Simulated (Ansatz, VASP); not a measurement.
Sr4O3: VASP beside Ansatz

```xyz
7
Lattice="5.7208 0.0000 0.0000 0.0000 5.7208 0.0000 0.0000 0.0000 5.7208" Properties=species:S:1:pos:R:3 pbc="T T T"
Sr    4.3658    4.3658    4.3658
Sr    1.3550    1.3550    4.3658
Sr    1.3550    4.3658    1.3550
Sr    4.3658    1.3550    1.3550
O     0.0000    0.0000    2.8604
O     2.8604    0.0000    0.0000
O     0.0000    2.8604    0.0000
```

Change from the starting cell: species swapped into the Ge3As4 type (P-43m, No. 215).

Alike in both runs: functional PBE; k mesh 6 × 6 × 6; occupations gaussian, width 0.02 eV; no spin polarisation.

Ansatz relaxed the structure, and its values are those at the end. VASP's run is a single point on that final structure, the one shown.

|  | VASP | Ansatz |
| --- | --- | --- |
| version | VASP 6.6.1 | Ansatz 0.2.0 |
| potentials or method | VASP PAW PBE potentials, release 64 (Sr_sv, O), cutoff 520 eV | scalar-relativistic, plane waves, PAW |
| valence electrons in the cell | 58 | 58 |

|  | VASP | Ansatz | Ansatz less VASP |
| --- | --- | --- | --- |
| gap on the k mesh at the Fermi level (eV) | 0.43 | 0.42 | -0.007 |
| least direct gap on the mesh (eV) | 0.73 | 0.73 | -0.004 |
| pressure (GPa) | 0.3 | 0.0 | -0.32 |
| rms of the force components (eV/Å) | 0.018 | 0.000 | -0.0178 |
